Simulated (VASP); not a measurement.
# InSe in VASP: single point with PBE+D3(BJ)

Aim: the single point of InSe with PBE+D3(BJ).

All numbers are computed with VASP 6.6.1; they aren't measurements. Logs are shortened: lines on timing, memory, paths and dates and some standing lists are left out, and cuts for length are marked.

## (1) The cell of the first run

The cell holds a slab with vacuum, 8 atoms: a = 4.027 Å, b = 4.027 Å, c = 28.271 Å, α = 90.00°, β = 90.00°, γ = 120.00°.

## (2) Single point, PBE+D3(BJ) (layers slid over each other, then relaxed in part)

The input, INCAR:

```
  PREC = Accurate
  ENCUT = 520
  EDIFF = 1E-6
  ISMEAR = 0
  SIGMA = 0.05
  LREAL = F
  LASPH = T
  NELM = 80
  ALGO = Normal
  ISIF = 2
  LWAVE = F
  LCHARG = T
  LDIPOL = T
  IDIPOL = 3
  DIPOL = 0.5 0.5 0.409
  GGA = PE
  IVDW = 12
  LELF = T
  LVHAR = T
  LVACPOTAV = T
  NBANDS = 48
```

The input, KPOINTS:

```
regular mesh
0
Gamma
  9 9 1
```

The input, POSCAR:

```
InSe
1.0
    4.0266404825      0.0000000000      0.0000000000
   -2.0133202413      3.4871729498      0.0000000000
    0.0000000000      0.0000000000     28.2710567674
Se In
4 4
Direct
    0.0000000000      0.0000000000      0.1591733920
    0.0000000000      0.0000000000      0.3495642603
    0.0000000000      0.6666666667      0.4674964829
    0.0000000000      0.6666666667      0.6578801229
    0.6666666667      0.3333333333      0.2049760384
    0.6666666667      0.3333333333      0.3038217701
    0.6666666667      1.0000000000      0.5132385343
    0.6666666667      1.0000000000      0.6120789262
```

Potentials or basis: VASP PAW PBE potentials, release 64 (Se, In_d).

The run is started by

```sh
$ cat potpaw_PBE.64/Se/POTCAR potpaw_PBE.64/In_d/POTCAR > POTCAR
$ mpirun -np 1 vasp_std > vasp.out
```

OUTCAR:

```text
PREC = Accurate
   ENCUT = 520
   EDIFF = 1E-6
   ISMEAR = 0
   LREAL = F
   LASPH = T
   NELM = 80
   ISIF = 2
   GGA = PE
   IVDW = 12
 IVDW          = 12

 ion  position               nearest neighbor table
   1  0.000  0.000  0.159-   5 2.66   5 2.66   5 2.66
   2  0.000  0.000  0.350-   6 2.66   6 2.66   6 2.66
   3  0.000  0.667  0.467-   7 2.66   7 2.66   7 2.66
   4  0.000  0.667  0.658-   8 2.66   8 2.66   8 2.66
   5  0.667  0.333  0.205-   1 2.66   1 2.66   1 2.66   6 2.79
   6  0.667  0.333  0.304-   2 2.66   2 2.66   2 2.66   5 2.79
   7  0.667  0.000  0.513-   3 2.66   3 2.66   3 2.66   8 2.79
   8  0.667  0.000  0.612-   4 2.66   4 2.66   4 2.66   7 2.79

  LATTYP: Found a hexagonal cell.
 ALAT       =     4.0266404825
 C/A-ratio  =     7.0210034619

  Lattice vectors:

 A1 = (   4.0266404825,   0.0000000000,   0.0000000000)
 A2 = (  -2.0133202413,   3.4871729498,   0.0000000000)
 A3 = (   0.0000000000,   0.0000000000,  28.2710567674)

Analysis of symmetry for initial positions (statically):
=====================================================================
 Subroutine PRICEL returns:
 Original cell was already a primitive cell.

 Routine SETGRP: Setting up the symmetry group for a
 hexagonal supercell.

 Subroutine GETGRP returns: Found  2 space group operations
 (whereof  1 operations were pure point group operations)
 out of a pool of 24 trial point group operations.

The static configuration has the point symmetry C_1 .
 The point group associated with its full space group is C_2 .

Analysis of symmetry for dynamics (positions and initial velocities):
=====================================================================
 Subroutine PRICEL returns:
 Original cell was already a primitive cell.

 Routine SETGRP: Setting up the symmetry group for a
 hexagonal supercell.

 Subroutine GETGRP returns: Found  2 space group operations
 (whereof  1 operations were pure point group operations)
 out of a pool of 24 trial point group operations.

The dynamic configuration has the point symmetry C_1 .
 The point group associated with its full space group is C_2 .

 Subroutine INISYM returns: Found  2 space group operations
 (whereof  1 operations are pure point group operations),
 and found     1 'primitive' translations

----------------------------------------------------------------------------------------

                                     Primitive cell

  volume of cell :     396.9706

  direct lattice vectors                    reciprocal lattice vectors
     4.026640483  0.000000000  0.000000000     0.248345986  0.143382622  0.000000000
    -2.013320241  3.487172950  0.000000000     0.000000000  0.286765243  0.000000000
     0.000000000  0.000000000 28.271056767     0.000000000  0.000000000  0.035371865

  length of vectors
     4.026640483  4.026640483 28.271056767     0.286765243  0.286765243  0.035371865

  position of ions in fractional coordinates (direct lattice)
     0.000000000  0.000000000  0.159173392
     0.000000000  0.000000000  0.349564260
     0.000000000  0.666666667  0.467496483
     0.000000000  0.666666667  0.657880123
     0.666666667  0.333333333  0.204976038
     0.666666667  0.333333333  0.303821770
     0.666666667  0.000000000  0.513238534
     0.666666667  0.000000000  0.612078926

  ion indices of the primitive-cell ions
   primitive index   ion index
                 1           1
                 2           2
                 3           3
                 4           4
                 5           5
                 6           6
                 7           7
                 8           8

----------------------------------------------------------------------------------------

 KPOINTS: regular mesh

Automatic generation of k-mesh.
 Grid dimensions read from file:
 generate k-points for:    9    9    1

 Generating k-lattice:

  Cartesian coordinates                     Fractional coordinates (reciprocal lattice)
     0.027593998  0.015931402  0.000000000     0.111111111  0.000000000  0.000000000
     0.000000000  0.031862805  0.000000000     0.000000000  0.111111111  0.000000000
     0.000000000  0.000000000  0.035371865     0.000000000  0.000000000  1.000000000

  Length of vectors
     0.031862805  0.031862805  0.035371865

  Shift w.r.t. Gamma in fractional coordinates (k-lattice)
     0.000000000  0.000000000  0.000000000

 Subroutine IBZKPT returns following result:
 ===========================================

 Found     25 irreducible k-points:

 Following reciprocal coordinates:
            Coordinates               Weight
  0.000000  0.000000  0.000000      1.000000
  0.111111  0.000000  0.000000      2.000000
  0.000000  0.111111  0.000000      4.000000
  0.222222  0.000000  0.000000      2.000000
  0.000000  0.222222  0.000000      4.000000
  0.333333  0.000000  0.000000      2.000000
[... 16 lines left out ...]
 -0.222222 -0.444444  0.000000      4.000000
  0.444444  0.333333  0.000000      4.000000
   k-points           NKPTS =     25   k-points in BZ     NKDIM =     25   number of bands    NBANDS=     48
   number of dos      NEDOS =    301   number of ions     NIONS =      8
   total plane-waves  NPLWV = 189000
   dimension x,y,z NGX =    30 NGY =   30 NGZ =  210
   dimension x,y,z NGXF=    60 NGYF=   60 NGZF=  420
   ions per type =               4   4
   NGX,Y,Z   is equivalent  to a cutoff of  12.39, 12.39, 12.35 a.u.
   NGXF,Y,Z  is equivalent  to a cutoff of  24.77, 24.77, 24.70 a.u.
 SYSTEM =  unknown system
   PREC   = accura    normal or accurate (medium, high low for compatibility)
   ISTART =      0    job   : 0-new  1-cont  2-samecut
   ICHARG =      2    charge: 1-file 2-atom 10-const
   ISPIN  =      1    spin polarized calculation?
   LNONCOLLINEAR =      F non collinear calculations
   LSORBIT =      F    spin-orbit coupling
   LASPH  =      T    aspherical Exc in radial PAW
   ENCUT  =  520.0 eV  38.22 Ry    6.18 a.u.   7.49  7.49 52.57*2*pi/ulx,y,z
   NELM   =     80;   NELMIN=  2; NELMDL= -5     # of ELM steps
   EDIFF  = 0.1E-05   stopping-criterion for ELM
   LREAL  =      F    real-space projection
   EDIFFG = 0.1E-04   stopping-criterion for IOM
   NSW    =      0    number of steps for IOM
   IBRION =     -1    ionic relax: 0-MD 1-quasi-New 2-CG
   NFREE  =      0    steps in history (QN), initial steepest desc. (CG)
   ISIF   =      2    stress and relaxation
   ISYM   =      2    0-nonsym 1-usesym 2-fastsym
   POTIM  = 0.5000    time-step for ionic-motion
   TEBEG  =    0.0;   TEEND  =   0.0 temperature during run
   PSTRESS=    0.0 pullay stress
   NELECT =      76.0000    total number of electrons
   NUPDOWN=      -1.0000    fix difference up-down
   EMIN   =  10.00;   EMAX   =-10.00  energy-range for DOS
   EFERMI =   0.00;   METHOD = LEGACY
   ISMEAR =     0;   SIGMA  =   0.05  broadening in eV -4-tet -1-fermi 0-gaus
   EFERMI_NEDOS =   21; number of points for ismear=-14 and -15
   IALGO  =     38    algorithm
   IMIX   =      4    mixing-type and parameters
     AMIX     =   0.40;   BMIX     =  1.00
     AMIX_MAG =   1.60;   BMIX_MAG =  1.00
  volume/ion in A,a.u.               =      49.62       334.86
  Fermi-wavevector in a.u.,A,eV,Ry     =   0.943539  1.783030 12.112805  0.890266
  Thomas-Fermi vector in A             =   2.071256
   LORBIT       =      0    0 simple, 1 ext, 2 COOP (PROOUT), +10 PAW based schemes
   GGA     = PE    functional components
   LHFCALC =     F    Hartree Fock is set to
   AEXX    =    0.0000 exact exchange contribution
   IVDW    =    12    specifies the selected vdW correction
   LEPSILON=     F    determine dielectric tensor
   LRPA    =     F    only Hartree local field effects (RPA)
 non-spin polarized calculation
 Gauss-broadening in eV      SIGMA  =   0.05
  energy-cutoff  :      520.00
  volume of cell :      396.97
 maximum number of plane-waves:     10749
 NGX is ok and might be reduce to    30
   NGX = 15   NGY = 15   NGZ =105

 number of electron      75.9999998 magnetization

 dipolmoment           0.000000      0.000000     -0.002848 electrons x Angstroem

 Free energy of the ion-electron system (eV)
  ---------------------------------------------------
  ext. energy  EPLUGINS =         0.00000000
  ---------------------------------------------------
  free energy    TOTEN  =       -28.36645635 eV

  energy without entropy =      -28.36645635  energy(sigma->0) =      -28.36645635

 E-fermi :   0.0913     XC(G=0):  -5.6600

 val. band max:       -0.1730709323   @ k =   0.1111   0.0000   0.0000
 cond. band min:       0.9318573195   @ k =   0.0000   0.0000   0.0000
 fundamental gap:      1.1049282518
 Fermi energy:         0.0913026466

 k-point     1 :       0.0000    0.0000    0.0000
  band No.  band energies     occupation
      1     -14.5326      2.00000
      2     -14.5031      2.00000
      3     -14.3496      2.00000
      4     -14.3485      2.00000
      5     -14.3209      2.00000
      6     -14.3198      2.00000
[... 40 lines left out ...]
     47       5.0391      0.00000
     48       5.2076      0.00000

 k-point     2 :       0.1111    0.0000    0.0000
  band No.  band energies     occupation
      1     -14.5321      2.00000
      2     -14.5026      2.00000
      3     -14.3893      2.00000
      4     -14.3608      2.00000
      5     -14.3471      2.00000
      6     -14.3182      2.00000
[... 40 lines left out ...]
     47       5.0998      0.00000
     48       5.1851      0.00000

 k-point     3 :       0.0000    0.1111    0.0000
  band No.  band energies     occupation
      1     -14.5321      2.00000
      2     -14.5026      2.00000
      3     -14.3886      2.00000
      4     -14.3610      2.00000
      5     -14.3478      2.00000
      6     -14.3181      2.00000
[... 1060 lines left out ...]
     47       5.2664      0.00000
     48       5.3471      0.00000

 k-point    24 :       0.4444    0.3333    0.0000
  band No.  band energies     occupation
      1     -14.6395      2.00000
      2     -14.6109      2.00000
      3     -14.5398      2.00000
      4     -14.5089      2.00000
      5     -14.4753      2.00000
      6     -14.4457      2.00000
[... 40 lines left out ...]
     47       5.2461      0.00000
     48       5.3532      0.00000

 [... further k-points ...]

------------------------ aborting loop because EDIFF is reached ----------------------------------------

 Edisp (eV)   -2.01990

 E8    (eV) :    -0.9469

  FORCE on cell =-STRESS in cart. coord.  units (eV):
  Direction    XX          YY          ZZ          XY          YZ          ZX
  --------------------------------------------------------------------------------------
  -------------------------------------------------------------------------------------
  Total      -0.01958     0.06365     0.01875    -0.07208    -0.22218     0.12827
  in kB      -0.07904     0.25687     0.07568    -0.29091    -0.89671     0.51772
  external pressure =        0.08 kB  Pullay stress =        0.00 kB

 VOLUME and BASIS-vectors are now :
 -----------------------------------------------------------------------------
  energy-cutoff  :      520.00
  volume of cell :      396.97
      direct lattice vectors                 reciprocal lattice vectors
     4.026640483  0.000000000  0.000000000     0.248345986  0.143382622  0.000000000
    -2.013320241  3.487172950  0.000000000     0.000000000  0.286765243  0.000000000
     0.000000000  0.000000000 28.271056767     0.000000000  0.000000000  0.035371865

 POSITION                                       TOTAL-FORCE (eV/Angst)
 -----------------------------------------------------------------------------------
      0.00000      0.00000      4.50000        -0.001419      0.000966     -0.014659
      0.00000      0.00000      9.88255        -0.037650      0.053748      0.015483
     -1.34221      2.32478     13.21662         0.027722     -0.059480     -0.015483
     -1.34221      2.32478     18.59897         0.000127     -0.001712      0.014659
      2.01332      1.16239      5.79489        -0.003265      0.002817      0.013636
      2.01332      1.16239      8.58936         0.009366     -0.000428     -0.014831
      2.68443      0.00000     14.50980         0.004312      0.008326      0.014831
      2.68443      0.00000     17.30412         0.000807     -0.004236     -0.013636
 -----------------------------------------------------------------------------------
    total drift:                                0.000502     -0.000472     -0.333506

  FREE ENERGIE OF THE ION-ELECTRON SYSTEM (eV)
  ---------------------------------------------------
  free  energy   TOTEN  =       -30.3863518975 eV

  energy  without entropy=      -30.3863518975  energy(sigma->0) =      -30.38635190

 vacuum level on the upper side and lower side of the slab         5.479         5.515
```

Run time: 32 min. Hardware: 1 thread of Oxide Virtual Turin-like, shared host; peak memory 0.63 GiB.

What came out:

```
Free energy                : -30.3864 eV
Largest force              : 0.067 eV/Å
Band gap on the k mesh     : 1.10 eV (least direct gap 1.16 eV)
Dispersion energy per atom : -0.252 eV
```

Forces on the atoms (eV/Å):
```
Se  -0.001  0.001 -0.015
Se  -0.038  0.054  0.015
Se   0.028 -0.059 -0.015
Se   0.000 -0.002  0.015
In  -0.003  0.003  0.014
In   0.009  0.000 -0.015
In   0.004  0.008  0.015
In   0.001 -0.004 -0.014
```

Levels at points of the mesh, in eV from the valence-band top:
```
           k point  band 35  band 36  band 37  band 38  band 39  band 40  band 41  band 42
(0.00, 0.00, 0.00)    -0.71    -0.69    -0.69    -0.05     1.10     1.67     2.47     2.56
```

Caveat: the cell differs from its parent crystal (layers slid over each other, then relaxed in part); spin-orbit coupling is left out, which moves the levels of the heavy elements.
